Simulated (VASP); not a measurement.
# Ni (P6/mmm) in VASP: a series of runs

Runs on Ni. Level: revPBE. Tasks: single point.

Everything below comes from runs of VASP 6.6.1. Logs are shortened: lines on timing, memory, paths and dates and some standing lists are left out, and cuts for length are marked.

## (1) The cell of the first run

Symmetry: P6/mmm, No. 191, hexagonal system. Conventional cell: a = 4.072 Å, b = 4.072 Å, c = 2.468 Å, α = 90.00°, β = 90.00°, γ = 120.00°. Within 3.3 Å of Ni (site symmetry 6/mmm) lie 14 Ni at 2.47 to 2.66 Å. Within 3.1 Å of Ni (site symmetry -6m2) lie 11 Ni at 2.35 to 2.66 Å.

This isn't the form of Ni at room conditions, which is fcc.

## (2) Single point, revPBE, collinear spin, ferromagnetic start (11.81 Å³/atom)

Contents of INCAR:

```
SYSTEM = Ni
ALGO = Normal
EDIFF = 1E-7
ENCUT = 520
GGA = RE
ISIF = 2
ISMEAR = -1
ISPIN = 2
LASPH = .TRUE.
LCHARG = .FALSE.
LMAXMIX = 4
LORBIT = 11
LREAL = .FALSE.
LWAVE = .FALSE.
MAGMOM = 0.668 0.71 0.71
NBANDS = 26
NELM = 150
PREC = Accurate
SIGMA = 0.05
```

Contents of KPOINTS:

```
k-points
0
G
  10 10 14
  0 0 0
```

Contents of POSCAR:

```
Ni
1.0
    4.0716159883      0.0000000000      0.0000000000
   -2.0358079941      3.5261228803      0.0000000000
    0.0000000000      0.0000000000      2.4684192367
Ni
3
Direct
    0.0000000000      0.0000000000      0.0000000000
    0.3333333333      0.6666666667      0.5000000000
    0.6666666667      0.3333333333      0.5000000000
```

Potentials or basis: VASP PAW PBE potentials, release 64 (Ni).

Started as:

```bash
> cat potpaw_PBE.64/Ni/POTCAR > POTCAR
> mpirun -np 1 vasp_std > vasp.out
```

OUTCAR:

```text
SYSTEM = Ni
   EDIFF = 1E-7
   ENCUT = 520
   GGA = RE
   ISIF = 2
   ISMEAR = -1
   ISPIN = 2
   LASPH = .TRUE.
   LORBIT = 11
   LREAL = .FALSE.
   NELM = 150
   PREC = Accurate

 ion  position               nearest neighbor table
   1  0.000  0.000  0.000-   2 2.66   3 2.66   2 2.66   3 2.66   2 2.66   2 2.66   3 2.66   3 2.66
                             3 2.66   3 2.66   2 2.66   2 2.66
   2  0.333  0.667  0.500-   3 2.35   3 2.35   3 2.35   1 2.66   1 2.66   1 2.66   1 2.66   1 2.66
                             1 2.66
   3  0.667  0.333  0.500-   2 2.35   2 2.35   2 2.35   1 2.66   1 2.66   1 2.66   1 2.66   1 2.66
                             1 2.66

  LATTYP: Found a hexagonal cell.
 ALAT       =     4.0716159883
 C/A-ratio  =     0.6062505020

  Lattice vectors:

 A1 = (   4.0716159883,   0.0000000000,   0.0000000000)
 A2 = (  -2.0358079941,   3.5261228803,   0.0000000000)
 A3 = (   0.0000000000,   0.0000000000,   2.4684192367)

Analysis of symmetry for initial positions (statically):
=====================================================================
 Subroutine PRICEL returns:
 Original cell was already a primitive cell.

 Routine SETGRP: Setting up the symmetry group for a
 hexagonal supercell.

 Subroutine GETGRP returns: Found 24 space group operations
 (whereof 24 operations were pure point group operations)
 out of a pool of 24 trial point group operations.

The static configuration has the point symmetry D_6h.

Analysis of symmetry for dynamics (positions and initial velocities):
=====================================================================
 Subroutine PRICEL returns:
 Original cell was already a primitive cell.

 Routine SETGRP: Setting up the symmetry group for a
 hexagonal supercell.

 Subroutine GETGRP returns: Found 24 space group operations
 (whereof 24 operations were pure point group operations)
 out of a pool of 24 trial point group operations.

The dynamic configuration has the point symmetry D_6h.

Analysis of structural, dynamic, and magnetic symmetry:
=====================================================================
 Subroutine PRICEL returns:
 Original cell was already a primitive cell.

 Routine SETGRP: Setting up the symmetry group for a
 hexagonal supercell.

 Subroutine GETGRP returns: Found 24 space group operations
 (whereof 24 operations were pure point group operations)
 out of a pool of 24 trial point group operations.

The overall configuration has the point symmetry D_6h.

 Subroutine INISYM returns: Found 24 space group operations
 (whereof 24 operations are pure point group operations),
 and found     1 'primitive' translations

----------------------------------------------------------------------------------------

                                     Primitive cell

  volume of cell :      35.4391

  direct lattice vectors                    reciprocal lattice vectors
     4.071615988  0.000000000  0.000000000     0.245602729  0.141798802  0.000000000
    -2.035807994  3.526122880  0.000000000     0.000000000  0.283597604  0.000000000
     0.000000000  0.000000000  2.468419237     0.000000000  0.000000000  0.405117569

  length of vectors
     4.071615988  4.071615988  2.468419237     0.283597604  0.283597604  0.405117569

  position of ions in fractional coordinates (direct lattice)
     0.000000000  0.000000000  0.000000000
     0.333333333  0.666666667  0.500000000
     0.666666667  0.333333333  0.500000000

  ion indices of the primitive-cell ions
   primitive index   ion index
                 1           1
                 2           2
                 3           3

----------------------------------------------------------------------------------------

 KPOINTS: k-points

Automatic generation of k-mesh.
 Grid dimensions read from file:
 generate k-points for:   10   10   14

 Generating k-lattice:

  Cartesian coordinates                     Fractional coordinates (reciprocal lattice)
     0.024560273  0.014179880  0.000000000     0.100000000  0.000000000  0.000000000
     0.000000000  0.028359760  0.000000000     0.000000000  0.100000000  0.000000000
     0.000000000  0.000000000  0.028936969     0.000000000  0.000000000  0.071428571

  Length of vectors
     0.028359760  0.028359760  0.028936969

  Shift w.r.t. Gamma in fractional coordinates (k-lattice)
     0.000000000  0.000000000  0.000000000

 Subroutine IBZKPT returns following result:
 ===========================================

 Found    112 irreducible k-points:

 Following reciprocal coordinates:
            Coordinates               Weight
  0.000000  0.000000  0.000000      1.000000
  0.100000  0.000000  0.000000      6.000000
  0.200000  0.000000  0.000000      6.000000
  0.300000  0.000000  0.000000      6.000000
  0.400000  0.000000  0.000000      6.000000
  0.500000  0.000000  0.000000      3.000000
[... 16 lines left out ...]
  0.300000  0.100000  0.071429     24.000000
  0.400000  0.100000  0.071429     24.000000
 [... further k-points ...]
   k-points           NKPTS =    112   k-points in BZ     NKDIM =    112   number of bands    NBANDS=     26
   number of dos      NEDOS =    301   number of ions     NIONS =      3
   total plane-waves  NPLWV =  16200
   dimension x,y,z NGX =    30 NGY =   30 NGZ =   18
   dimension x,y,z NGXF=    60 NGYF=   60 NGZF=   36
   ions per type =               3
   NGX,Y,Z   is equivalent  to a cutoff of  12.25, 12.25, 12.12 a.u.
   NGXF,Y,Z  is equivalent  to a cutoff of  24.50, 24.50, 24.25 a.u.
 SYSTEM =  Ni
   PREC   = accura    normal or accurate (medium, high low for compatibility)
   ISTART =      0    job   : 0-new  1-cont  2-samecut
   ICHARG =      2    charge: 1-file 2-atom 10-const
   ISPIN  =      2    spin polarized calculation?
   LNONCOLLINEAR =      F non collinear calculations
   LSORBIT =      F    spin-orbit coupling
   LASPH  =      T    aspherical Exc in radial PAW
   ENCUT  =  520.0 eV  38.22 Ry    6.18 a.u.   7.57  7.57  4.59*2*pi/ulx,y,z
   NELM   =    150;   NELMIN=  2; NELMDL= -5     # of ELM steps
   EDIFF  = 0.1E-06   stopping-criterion for ELM
   LREAL  =      F    real-space projection
   EDIFFG = 0.1E-05   stopping-criterion for IOM
   NSW    =      0    number of steps for IOM
   IBRION =     -1    ionic relax: 0-MD 1-quasi-New 2-CG
   NFREE  =      0    steps in history (QN), initial steepest desc. (CG)
   ISIF   =      2    stress and relaxation
   ISYM   =      2    0-nonsym 1-usesym 2-fastsym
   POTIM  = 0.5000    time-step for ionic-motion
   TEBEG  =    0.0;   TEEND  =   0.0 temperature during run
   PSTRESS=    0.0 pullay stress
   NELECT =      30.0000    total number of electrons
   NUPDOWN=      -1.0000    fix difference up-down
   EMIN   =  10.00;   EMAX   =-10.00  energy-range for DOS
   EFERMI =   0.00;   METHOD = LEGACY
   ISMEAR =    -1;   SIGMA  =   0.05  broadening in eV -4-tet -1-fermi 0-gaus
   EFERMI_NEDOS =   21; number of points for ismear=-14 and -15
   IALGO  =     38    algorithm
   IMIX   =      4    mixing-type and parameters
     AMIX     =   0.40;   BMIX     =  1.00
     AMIX_MAG =   1.60;   BMIX_MAG =  1.00
  volume/ion in A,a.u.               =      11.81        79.72
  Fermi-wavevector in a.u.,A,eV,Ry     =   1.548653  2.926530 32.631219  2.398327
  Thomas-Fermi vector in A             =   2.653573
   LORBIT       =     11    0 simple, 1 ext, 2 COOP (PROOUT), +10 PAW based schemes
   GGA     = RE    functional components
   LHFCALC =     F    Hartree Fock is set to
   AEXX    =    0.0000 exact exchange contribution
   IVDW    =     0    specifies the selected vdW correction
   LEPSILON=     F    determine dielectric tensor
   LRPA    =     F    only Hartree local field effects (RPA)
 spin polarized calculation
  energy-cutoff  :      520.00
  volume of cell :       35.44
 maximum number of plane-waves:       974
   NGX = 15   NGY = 15   NGZ =  9

 number of electron      29.9999993 magnetization       1.8963461

 Free energy of the ion-electron system (eV)
  ---------------------------------------------------
  ext. energy  EPLUGINS =         0.00000000
  ---------------------------------------------------
  free energy    TOTEN  =       -14.82364227 eV

  energy without entropy =      -14.76724013  energy(sigma->0) =      -14.79544120

 E-fermi :   8.3750     XC(G=0): -12.6744

 val. band max:        8.3739780322   @ k =   0.4000   0.2000   0.2143
 cond. band min:       8.3757277520   @ k =   0.3000   0.3000   0.0000
 fundamental gap:      0.0017497199
 Fermi energy:         8.3749878396

 spin component 1

 k-point     1 :       0.0000    0.0000    0.0000
  band No.  band energies     occupation
      1      -0.0570      1.00000
      2       4.5182      1.00000
      3       5.4961      1.00000
      4       5.4961      1.00000
      5       5.5036      1.00000
      6       5.5036      1.00000
[... 18 lines left out ...]
     25      33.6060      0.00000
     26      34.4859      0.00000

 k-point     2 :       0.1000    0.0000    0.0000
  band No.  band energies     occupation
      1       0.0723      1.00000
      2       4.5255      1.00000
      3       5.1849      1.00000
      4       5.3286      1.00000
      5       5.4857      1.00000
      6       5.7547      1.00000
[... 18 lines left out ...]
     25      32.5132      0.00000
     26      33.3015      0.00000

 k-point     3 :       0.2000    0.0000    0.0000
  band No.  band energies     occupation
      1       0.4548      1.00000
      2       4.4726      1.00000
      3       4.8827      1.00000
      4       5.2500      1.00000
      5       5.2572      1.00000
      6       5.7780      1.00000
[... 572 lines left out ...]
 k-point    23 :       0.3000    0.1000    0.0714
  band No.  band energies     occupation
      1       1.6631      1.00000
      2       4.0840      1.00000
      3       4.3404      1.00000
      4       5.1725      1.00000
      5       5.3957      1.00000
      6       5.7042      1.00000
[... 18 lines left out ...]
     25      28.2204      0.00000
     26      29.2899      0.00000

 k-point    24 :       0.4000    0.1000    0.0714
  band No.  band energies     occupation
      1       2.5218      1.00000
      2       3.4184      1.00000
      3       4.0962      1.00000
      4       5.3506      1.00000
      5       5.3900      1.00000
      6       5.5447      1.00000
[... 18 lines left out ...]
     25      26.5769      0.00000
     26      27.2813      0.00000

 [... further k-points ...]

 spin component 2

 k-point     1 :       0.0000    0.0000    0.0000
  band No.  band energies     occupation
      1      -0.1133      1.00000
      2       5.0748      1.00000
      3       5.9942      1.00000
      4       5.9942      1.00000
      5       6.0429      1.00000
      6       6.0429      1.00000
[... 18 lines left out ...]
     25      33.4259      0.00000
     26      34.3237      0.00000

 k-point     2 :       0.1000    0.0000    0.0000
  band No.  band energies     occupation
      1       0.0161      1.00000
      2       5.0638      1.00000
      3       5.7057      1.00000
      4       5.8734      1.00000
      5       6.0117      1.00000
      6       6.2801      1.00000
[... 18 lines left out ...]
     25      32.3788      0.00000
     26      33.1732      0.00000

 k-point     3 :       0.2000    0.0000    0.0000
  band No.  band energies     occupation
      1       0.3992      1.00000
      2       4.9400      1.00000
      3       5.3533      1.00000
      4       5.7828      1.00000
      5       5.8344      1.00000
      6       6.4620      1.00000
[... 572 lines left out ...]
 k-point    23 :       0.3000    0.1000    0.0714
  band No.  band energies     occupation
      1       1.6178      1.00000
      2       4.3247      1.00000
      3       4.6841      1.00000
      4       5.8353      1.00000
      5       6.0156      1.00000
      6       6.3877      1.00000
[... 18 lines left out ...]
     25      28.2170      0.00000
     26      29.3599      0.00000

 k-point    24 :       0.4000    0.1000    0.0714
  band No.  band energies     occupation
      1       2.5012      1.00000
      2       3.4656      1.00000
      3       4.4886      1.00000
      4       6.0316      1.00000
      5       6.0508      1.00000
      6       6.2313      1.00000
[... 18 lines left out ...]
     25      26.5808      0.00000
     26      27.3391      0.00000

 [... further k-points ...]

------------------------ aborting loop because EDIFF is reached ----------------------------------------

  FORCE on cell =-STRESS in cart. coord.  units (eV):
  Direction    XX          YY          ZZ          XY          YZ          ZX
  --------------------------------------------------------------------------------------
  -------------------------------------------------------------------------------------
  Total       -1.3716716     -1.3716716     -1.3317329     -0.0000000     -0.0000000      0.0000000
  in kB      -62.0122603    -62.0122603    -60.2066609     -0.0000000     -0.0000000      0.0000000
  external PRESSURE =     -61.4103938 kB  Pullay stress =       0.0000000 kB

 VOLUME and BASIS-vectors are now :
 -----------------------------------------------------------------------------
  energy-cutoff  :      520.00
  volume of cell :       35.44
      direct lattice vectors                 reciprocal lattice vectors
     4.071615988  0.000000000  0.000000000     0.245602729  0.141798802  0.000000000
    -2.035807994  3.526122880  0.000000000     0.000000000  0.283597604  0.000000000
     0.000000000  0.000000000  2.468419237     0.000000000  0.000000000  0.405117569

 POSITION                                       TOTAL-FORCE (eV/Angst)
 -----------------------------------------------------------------------------------
      0.00000      0.00000      0.00000        -0.000000      0.000000      0.000000
     -0.00000      2.35075      1.23421        -0.000000     -0.000000     -0.000000
      2.03581      1.17537      1.23421         0.000000      0.000000      0.000000
 -----------------------------------------------------------------------------------
    total drift:                               -0.000000      0.000000      0.000000

  FREE ENERGIE OF THE ION-ELECTRON SYSTEM (eV)
  ---------------------------------------------------
  free  energy   TOTEN  =       -14.8236422733 eV

  energy  without entropy=      -14.7672401324  energy(sigma->0) =      -14.79544120

 total charge

# of ion       s       p       d       tot
------------------------------------------
    1        0.445   0.412   8.278   9.135
    2        0.478   0.436   8.303   9.216
    3        0.478   0.436   8.303   9.216
--------------------------------------------------
tot          1.401   1.284  24.883  27.568

 magnetization (x)

# of ion       s       p       d       tot
------------------------------------------
    1       -0.004  -0.025   0.642   0.614
    2       -0.007  -0.023   0.699   0.669
    3       -0.007  -0.023   0.699   0.669
--------------------------------------------------
tot         -0.017  -0.072   2.041   1.952
```

Wall time 3.9 min (1 thread of Intel Xeon 6975P-C (Granite Rapids), shared host); peak memory 0.25 GiB.

What came out:

| Item | Value |
| --- | --- |
| Free energy | -14.8236 eV |
| Pressure | -6.1 GPa |
| Net moment | 1.90 μB per cell |
| Site moments | Ni +0.61, +0.67 (each value once) μB |
| Valence electrons inside the program's atomic spheres | Ni 9.13, 9.22 (each value once) |

Levels at points of the mesh, in eV from the Fermi level:
Spin up:
| k point | band 14 | band 15 | band 16 | band 17 | band 18 | band 19 |
| --- | --- | --- | --- | --- | --- | --- |
| (0.00, 0.00, 0.00) | -1.43 | -0.48 | -0.48 | 5.73 | 5.73 | 5.76 |
| (0.50, 0.00, 0.00) | -0.75 | -0.70 | -0.70 | -0.53 | 0.23 | 5.68 |
| (0.00, 0.00, 0.50) | -0.75 | -0.21 | 0.78 | 1.44 | 9.40 | 9.71 |
| (0.50, 0.00, 0.50) | -0.55 | -0.40 | 1.65 | 1.71 | 4.72 | 5.01 |
Spin down:
```tsv
k point	band 12	band 13	band 14	band 15	band 16	band 17
(0.00, 0.00, 0.00)	-0.80	-0.74	-0.74	0.23	0.23	5.96
(0.50, 0.00, 0.00)	-0.23	-0.05	-0.03	-0.02	0.09	0.14
(0.00, 0.00, 0.50)	-0.10	0.07	0.07	0.69	1.29	2.03
(0.50, 0.00, 0.50)	-0.22	-0.04	0.13	0.47	1.84	2.03
```

Caveat: the cell stands under tension; the PAW data sets were made with another functional, which shifts forces and pressure a little.

(Part 1 of 2 ends here.)
